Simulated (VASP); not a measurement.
Runs of VASP 6.6.1 on Mn. The structure is that of space group Im-3m (No. 229), or close to it. The cells are those of the table. 

| task | spin | cell | k mesh | cutoff (eV) | smearing | gap on the mesh (eV) | pressure (GPa) | moment (μB) |
| --- | --- | --- | --- | --- | --- | --- | --- | --- |
| relaxation of cell and atoms | collinear, ferromagnetic start | relaxed from a = 2.481 Å, angles 109.5°, 1 atom | 15 × 15 × 15 | 600 | fermi-dirac 0.05 eV | none | 0.1 | 0.86 |
| single point | collinear, ferromagnetic start | a = 2.439 Å, angles 109.5°, 1 atom | 26 × 26 × 26 | 520 | fermi-dirac 0.05 eV | none | (b) | (a) |
| single point | off | a = 2.429 Å, angles 109.5°, 1 atom | 26 × 26 × 26 | 520 | fermi-dirac 0.1 eV | none | 0.0 | - |
| single point | off | a = 2.492 Å, angles 109.5°, 1 atom | 18 × 18 × 18 | 520 | fermi-dirac 0.1 eV | none | -16.6 | - |
| single point | collinear, ferromagnetic start | a = 2.439 Å, angles 109.5°, 1 atom | 15 × 15 × 15 | 520 | fermi-dirac 0.05 eV | none | 0.2 | 0.86 |

Alike in all rows: level RPBE; potentials or basis VASP PAW PBE potentials, release 64 (Mn_pv).

Task: Estimate the missing entries.

Result: (a) 0.92; (b) 0.8.

Caveats: the PAW data sets were made with another functional, which shifts forces and pressure a little.

A gap of «none» marks levels without a gap at the run's occupations.
